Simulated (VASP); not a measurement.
# Sc3AlP (Pm-3m) in VASP: further runs

The runs below take Sc3AlP through relaxation of cell and atoms, single point, with PBE.

Program: VASP 6.6.1. These are calculated values, not measurements. Logs are shortened: lines on timing, memory, paths and dates and some standing lists are left out, and cuts for length are marked.

## 1. The cell of the first run

It takes space group Pm-3m (No. 221, cubic). Conventional cell: a = 4.412 Å, b = 4.412 Å, c = 4.412 Å, α = 90.00°, β = 90.00°, γ = 90.00°. Within 2.9 Å of Sc (site symmetry 4/mmm) lie 2 Al at 2.21 Å. Al (site symmetry m-3m) has 6 Sc at 2.21 Å within 2.9 Å. Within 4.1 Å of P (site symmetry m-3m) lie 12 Sc at 3.12 Å and 8 Al at 3.82 Å.

## 2. Relaxation of cell and atoms, PBE

File INCAR:

```
SYSTEM = Sc3AlP
PREC = Accurate
ENCUT = 600
EDIFF = 1E-7
ISMEAR = 0
SIGMA = 0.1
LREAL = .False.
LASPH = .True.
NELM = 100
ALGO = Normal
ISIF = 3
LWAVE = .False.
LCHARG = .False.
GGA = PE
IBRION = 2
NSW = 90
EDIFFG = -0.04
```

File KPOINTS:

```
regular mesh
0
Gamma
  4 4 4
  0 0 0
```

File POSCAR:

```
Sc3AlP
1.0
    4.4124069500      0.0000000000      0.0000000000
    0.0000000000      4.4124069500      0.0000000000
    0.0000000000      0.0000000000      4.4124069500
Sc Al P
3 1 1
Direct
    0.5000000000      0.5000000000      0.0000000000
    0.0000000000      0.5000000000      0.5000000000
    0.5000000000      0.0000000000      0.5000000000
    0.5000000000      0.5000000000      0.5000000000
    0.0000000000      0.0000000000      0.0000000000
```

Potentials or basis: VASP PAW PBE potentials, release 64 (Sc_sv, Al, P).

Command:

```bash
$ cat potpaw_PBE.64/Sc_sv/POTCAR potpaw_PBE.64/Al/POTCAR potpaw_PBE.64/P/POTCAR > POTCAR
$ mpirun -np 1 vasp_std > vasp.out
```

OUTCAR:

```text
SYSTEM = Sc3AlP
   PREC = Accurate
   ENCUT = 600
   EDIFF = 1E-7
   ISMEAR = 0
   LREAL = .False.
   LASPH = .True.
   NELM = 100
   ISIF = 3
   GGA = PE
   IBRION = 2
   NSW = 90
   EDIFFG = -0.04

 ion  position               nearest neighbor table
   1  0.500  0.500  0.000-   4 2.21   4 2.21   2 3.12   5 3.12   2 3.12   3 3.12   3 3.12   3 3.12
                             5 3.12   3 3.12   2 3.12   5 3.12   2 3.12   5 3.12
   2  0.000  0.500  0.500-   4 2.21   4 2.21   1 3.12   5 3.12   1 3.12   5 3.12   3 3.12   5 3.12
                             5 3.12   1 3.12   3 3.12   3 3.12   1 3.12   3 3.12
   3  0.500  0.000  0.500-   4 2.21   4 2.21   1 3.12   5 3.12   1 3.12   5 3.12   1 3.12   2 3.12
                             2 3.12   1 3.12   2 3.12   5 3.12   5 3.12   2 3.12
   4  0.500  0.500  0.500-   1 2.21   2 2.21   3 2.21   1 2.21   3 2.21   2 2.21
   5  0.000  0.000  0.000-   1 3.12   2 3.12   3 3.12   2 3.12   3 3.12   1 3.12   2 3.12   2 3.12
                             1 3.12   3 3.12   3 3.12   1 3.12

  LATTYP: Found a simple cubic cell.
 ALAT       =     4.4124069500

  Lattice vectors:

 A1 = (   4.4124069500,   0.0000000000,   0.0000000000)
 A2 = (   0.0000000000,   4.4124069500,   0.0000000000)
 A3 = (   0.0000000000,   0.0000000000,   4.4124069500)

Analysis of symmetry for initial positions (statically):
=====================================================================
 Subroutine PRICEL returns:
 Original cell was already a primitive cell.

 Routine SETGRP: Setting up the symmetry group for a
 simple cubic supercell.

 Subroutine GETGRP returns: Found 48 space group operations
 (whereof 48 operations were pure point group operations)
 out of a pool of 48 trial point group operations.

The static configuration has the point symmetry O_h .

Analysis of symmetry for dynamics (positions and initial velocities):
=====================================================================
 Subroutine PRICEL returns:
 Original cell was already a primitive cell.

 Routine SETGRP: Setting up the symmetry group for a
 simple cubic supercell.

 Subroutine GETGRP returns: Found 48 space group operations
 (whereof 48 operations were pure point group operations)
 out of a pool of 48 trial point group operations.

The dynamic configuration has the point symmetry O_h .

 Subroutine INISYM returns: Found 48 space group operations
 (whereof 48 operations are pure point group operations),
 and found     1 'primitive' translations

----------------------------------------------------------------------------------------

                                     Primitive cell

  volume of cell :      85.9066

  direct lattice vectors                    reciprocal lattice vectors
     4.412406950  0.000000000  0.000000000     0.226633674  0.000000000  0.000000000
     0.000000000  4.412406950  0.000000000     0.000000000  0.226633674  0.000000000
     0.000000000  0.000000000  4.412406950     0.000000000  0.000000000  0.226633674

  length of vectors
     4.412406950  4.412406950  4.412406950     0.226633674  0.226633674  0.226633674

  position of ions in fractional coordinates (direct lattice)
     0.500000000  0.500000000  0.000000000
     0.000000000  0.500000000  0.500000000
     0.500000000  0.000000000  0.500000000
     0.500000000  0.500000000  0.500000000
     0.000000000  0.000000000  0.000000000

  ion indices of the primitive-cell ions
   primitive index   ion index
                 1           1
                 2           2
                 3           3
                 4           4
                 5           5

----------------------------------------------------------------------------------------

 KPOINTS: regular mesh

Automatic generation of k-mesh.
 Grid dimensions read from file:
 generate k-points for:    4    4    4

 Generating k-lattice:

  Cartesian coordinates                     Fractional coordinates (reciprocal lattice)
     0.056658419  0.000000000  0.000000000     0.250000000  0.000000000  0.000000000
     0.000000000  0.056658419  0.000000000     0.000000000  0.250000000  0.000000000
     0.000000000  0.000000000  0.056658419     0.000000000  0.000000000  0.250000000

  Length of vectors
     0.056658419  0.056658419  0.056658419

  Shift w.r.t. Gamma in fractional coordinates (k-lattice)
     0.000000000  0.000000000  0.000000000

 Subroutine IBZKPT returns following result:
 ===========================================

 Found     10 irreducible k-points:

 Following reciprocal coordinates:
            Coordinates               Weight
  0.000000  0.000000  0.000000      1.000000
  0.250000  0.000000  0.000000      6.000000
  0.500000  0.000000  0.000000      3.000000
  0.250000  0.250000  0.000000     12.000000
  0.500000  0.250000  0.000000     12.000000
  0.500000  0.500000  0.000000      3.000000
  0.250000  0.250000  0.250000      8.000000
  0.500000  0.250000  0.250000     12.000000
  0.500000  0.500000  0.250000      6.000000
  0.500000  0.500000  0.500000      1.000000
   k-points           NKPTS =     10   k-points in BZ     NKDIM =     10   number of bands    NBANDS=     24
   number of dos      NEDOS =    301   number of ions     NIONS =      5
   total plane-waves  NPLWV =  46656
   dimension x,y,z NGX =    36 NGY =   36 NGZ =   36
   dimension x,y,z NGXF=    72 NGYF=   72 NGZF=   72
   ions per type =               3   1   1
   NGX,Y,Z   is equivalent  to a cutoff of  13.56, 13.56, 13.56 a.u.
   NGXF,Y,Z  is equivalent  to a cutoff of  27.13, 27.13, 27.13 a.u.
 SYSTEM =  Sc3AlP
   PREC   = accura    normal or accurate (medium, high low for compatibility)
   ISTART =      0    job   : 0-new  1-cont  2-samecut
   ICHARG =      2    charge: 1-file 2-atom 10-const
   ISPIN  =      1    spin polarized calculation?
   LNONCOLLINEAR =      F non collinear calculations
   LSORBIT =      F    spin-orbit coupling
   LASPH  =      T    aspherical Exc in radial PAW
   ENCUT  =  600.0 eV  44.10 Ry    6.64 a.u.   8.81  8.81  8.81*2*pi/ulx,y,z
   NELM   =    100;   NELMIN=  2; NELMDL= -5     # of ELM steps
   EDIFF  = 0.1E-06   stopping-criterion for ELM
   LREAL  =      F    real-space projection
   EDIFFG = -.4E-01   stopping-criterion for IOM
   NSW    =     90    number of steps for IOM
   IBRION =      2    ionic relax: 0-MD 1-quasi-New 2-CG
   NFREE  =      1    steps in history (QN), initial steepest desc. (CG)
   ISIF   =      3    stress and relaxation
   ISYM   =      2    0-nonsym 1-usesym 2-fastsym
   POTIM  = 0.5000    time-step for ionic-motion
   TEBEG  =    0.0;   TEEND  =   0.0 temperature during run
   PSTRESS=    0.0 pullay stress
   NELECT =      41.0000    total number of electrons
   NUPDOWN=      -1.0000    fix difference up-down
   EMIN   =  10.00;   EMAX   =-10.00  energy-range for DOS
   EFERMI =   0.00;   METHOD = LEGACY
   ISMEAR =     0;   SIGMA  =   0.10  broadening in eV -4-tet -1-fermi 0-gaus
   EFERMI_NEDOS =   21; number of points for ismear=-14 and -15
   IALGO  =     38    algorithm
   IMIX   =      4    mixing-type and parameters
     AMIX     =   0.40;   BMIX     =  1.00
     AMIX_MAG =   1.60;   BMIX_MAG =  1.00
  volume/ion in A,a.u.               =      17.18       115.95
  Fermi-wavevector in a.u.,A,eV,Ry     =   1.279363  2.417646 22.269614  1.636770
  Thomas-Fermi vector in A             =   2.411853
   LORBIT       =      0    0 simple, 1 ext, 2 COOP (PROOUT), +10 PAW based schemes
   GGA     = PE    functional components
   LHFCALC =     F    Hartree Fock is set to
   AEXX    =    0.0000 exact exchange contribution
   IVDW    =     0    specifies the selected vdW correction
   LEPSILON=     F    determine dielectric tensor
   LRPA    =     F    only Hartree local field effects (RPA)
 conjugate gradient relaxation of ions
 non-spin polarized calculation
 Gauss-broadening in eV      SIGMA  =   0.10
  energy-cutoff  :      600.00
  volume of cell :       85.91
 maximum number of plane-waves:      2897
 NGX is ok and might be reduce to    36
   NGX = 17   NGY = 17   NGZ = 17

--------------------------------------- Ionic step        1  -------------------------------------------

 number of electron      40.9999991 magnetization

 Free energy of the ion-electron system (eV)
  ---------------------------------------------------
  ext. energy  EPLUGINS =         0.00000000
  ---------------------------------------------------
  free energy    TOTEN  =       -23.29754750 eV

  energy without entropy =      -23.28449297  energy(sigma->0) =      -23.29102024

 E-fermi :   6.5945     XC(G=0): -10.8051

 val. band max:        6.5641999032   @ k =   0.5000   0.2500   0.0000
 cond. band min:       6.6621922059   @ k =   0.2500   0.0000   0.0000
 fundamental gap:      0.0979923027
 Fermi energy:         6.5944956703

 k-point     1 :       0.0000    0.0000    0.0000
  band No.  band energies     occupation
      1     -42.2469      2.00000
      2     -42.1264      2.00000
      3     -42.1264      2.00000
      4     -21.2551      2.00000
      5     -21.2551      2.00000
      6     -21.2551      2.00000
[... 16 lines left out ...]
     23       7.6369      0.00000
     24       9.1047      0.00000
[... 341 lines left out ...]
 POSITION                                       TOTAL-FORCE (eV/Angst)
 -----------------------------------------------------------------------------------
      2.49797      2.49797     -0.00000         0.000000      0.000000      0.000000
     -0.00000      2.49797      2.49797        -0.000000      0.000000      0.000000
      2.49797     -0.00000      2.49797         0.000000     -0.000000      0.000000
      2.49797      2.49797      2.49797         0.000000      0.000000      0.000000
      0.00000      0.00000      0.00000         0.000000      0.000000      0.000000
 -----------------------------------------------------------------------------------
    total drift:                                0.000000      0.000000      0.000000

  FREE ENERGIE OF THE ION-ELECTRON SYSTEM (eV)
  ---------------------------------------------------
  free  energy   TOTEN  =       -26.5845734233 eV

  energy  without entropy=      -26.5759290566  energy(sigma->0) =      -26.58025124

--------------------------------------- Ionic step        4  -------------------------------------------

 number of electron      40.9999995 magnetization

 Free energy of the ion-electron system (eV)
  ---------------------------------------------------
  ext. energy  EPLUGINS =         0.00000000
  ---------------------------------------------------
  free energy    TOTEN  =       -26.58508601 eV

  energy without entropy =      -26.57644199  energy(sigma->0) =      -26.58076400

 E-fermi :   3.7884     XC(G=0):  -9.2384

 val. band max:        3.6730030158   @ k =   0.0000   0.0000   0.0000
 cond. band min:       3.8506990857   @ k =   0.5000   0.2500   0.0000
 fundamental gap:      0.1776960699
 Fermi energy:         3.7883912069

 k-point     1 :       0.0000    0.0000    0.0000
  band No.  band energies     occupation
      1     -46.1774      2.00000
      2     -46.1554      2.00000
      3     -46.1554      2.00000
      4     -24.8969      2.00000
      5     -24.8969      2.00000
      6     -24.8969      2.00000
[... 16 lines left out ...]
     23       3.6730      1.89729
     24       5.1010      0.00000
[... 263 lines left out ...]
 POSITION                                       TOTAL-FORCE (eV/Angst)
 -----------------------------------------------------------------------------------
      2.50380      2.50380     -0.00000         0.000000      0.000000      0.000000
     -0.00000      2.50380      2.50380        -0.000000     -0.000000      0.000000
      2.50380     -0.00000      2.50380         0.000000     -0.000000      0.000000
      2.50380      2.50380      2.50380         0.000000      0.000000      0.000000
      0.00000      0.00000      0.00000         0.000000      0.000000      0.000000
 -----------------------------------------------------------------------------------
    total drift:                                0.000000      0.000000      0.000000

  FREE ENERGIE OF THE ION-ELECTRON SYSTEM (eV)
  ---------------------------------------------------
  free  energy   TOTEN  =       -26.5850860141 eV

  energy  without entropy=      -26.5764419923  energy(sigma->0) =      -26.58076400

 reached required accuracy - stopping structural energy minimisation
```

Run time: 2.2 min. Hardware: 1 thread of Intel Xeon Platinum 8259CL at 2.50GHz (Skylake/Cascade Lake), shared host; peak memory 0.22 GiB.

What came out:

- Free energy: -26.5851 eV
- Relaxed volume: 25.11 Å³/atom
- Relaxed cell: a = 5.008 Å, b = 5.008 Å, c = 5.008 Å, α = 90.00°, β = 90.00°, γ = 90.00°
- Space group after relaxing (to 0.05 Å): Pm-3m (No. 221)
- Energy gained by relaxing: 657.5 meV/atom
- Ionic steps: 4
- Pressure after relaxing: -0.1 GPa

The path:
```
step  energy change (eV)  largest force (eV/Å)  pressure (GPa)  volume (Å³)
   1              0.0000                0.0000           34.72        85.91
   2             -3.0375                0.0000           -4.68       141.01
   3             -3.2870                0.0000            0.27       124.70
   4             -3.2875                0.0000           -0.08       125.57
```

Final structure:
```yaml
crystal:
  lattice:
    - [5.00760, 0.00000, 0.00000]
    - [0.00000, 5.00760, 0.00000]
    - [0.00000, 0.00000, 5.00760]
  atoms:
    - { symbol: Sc, position: [0.50000, 0.50000, 0.00000] }
    - { symbol: Sc, position: [0.00000, 0.50000, 0.50000] }
    - { symbol: Sc, position: [0.50000, 0.00000, 0.50000] }
    - { symbol: Al, position: [0.50000, 0.50000, 0.50000] }
    - { symbol: P, position: [0.00000, 0.00000, 0.00000] }
```

Levels at points of the mesh, in eV from the Fermi level:
```csv
k point,band 16,band 17,band 18,band 19,band 20,band 21,band 22,band 23,band 24
"(0.00, 0.00, 0.00)",-1.78,-1.78,-0.57,-0.57,-0.57,-0.47,-0.47,-0.12,1.31
"(0.50, 0.00, 0.00)",-2.01,-1.86,-1.86,-0.75,-0.75,-0.33,0.39,0.81,1.01
"(0.50, 0.50, 0.00)",-3.56,-1.82,-1.18,-1.12,-1.12,0.37,0.37,1.13,1.13
"(0.50, 0.50, 0.50)",-2.80,-2.80,-2.40,-2.40,-2.40,0.93,1.02,1.02,1.03
```

Caveat: the volume moved by over 15 % at a fixed basis, so the end points are rough.

## 3. Single point, PBE

File INCAR:

```
SYSTEM = Sc3AlP
ALGO     = Normal         ! electronic algorithm
EDIFF    = 1E-6           ! SCF threshold, eV
ENCUT    = 520            ! plane-wave cutoff, eV
GGA      = PE             ! functional
ISIF     = 2              ! what is computed and relaxed
ISMEAR   = 0              ! smearing method
LASPH    = .TRUE.         ! aspherical terms in the spheres
LCHARG   = .FALSE.        ! write CHGCAR
LREAL    = .FALSE.        ! projectors in reciprocal space
LWAVE    = .FALSE.        ! write WAVECAR
NBANDS   = 28             ! bands
NELM     = 60             ! most SCF steps
PREC     = Accurate       ! precision mode
SIGMA    = 0.1            ! smearing width, eV
```

File KPOINTS:

```
k-points
0
G
  4 4 4
  0 0 0
```

POSCAR is that of step 2.

Potentials or basis: VASP PAW PBE potentials, release 64 (Sc_sv, Al, P).

Command:

```bash
$ cat potpaw_PBE.64/Sc_sv/POTCAR potpaw_PBE.64/Al/POTCAR potpaw_PBE.64/P/POTCAR > POTCAR
$ mpirun -np 1 vasp_std > vasp.out
```

Wall time 14 s (1 thread of Intel Xeon 6975P-C (Granite Rapids), shared host); peak memory 0.2 GiB.

The run converged. Its results:

* Free energy: -23.2966 eV
* Pressure: 34.7 GPa

Levels at points of the mesh, in eV from the Fermi level:
```tsv
k point	band 18	band 19	band 20	band 21	band 22	band 23
(0.00, 0.00, 0.00)	-1.25	-1.25	-1.25	-0.96	-0.96	1.04
(0.50, 0.00, 0.00)	-1.34	-0.85	-0.47	-0.47	0.25	1.49
(0.50, 0.50, 0.00)	-1.37	-1.37	-1.21	0.34	0.34	1.62
(0.50, 0.50, 0.50)	-3.21	-3.21	-2.66	1.48	1.48	1.48
```
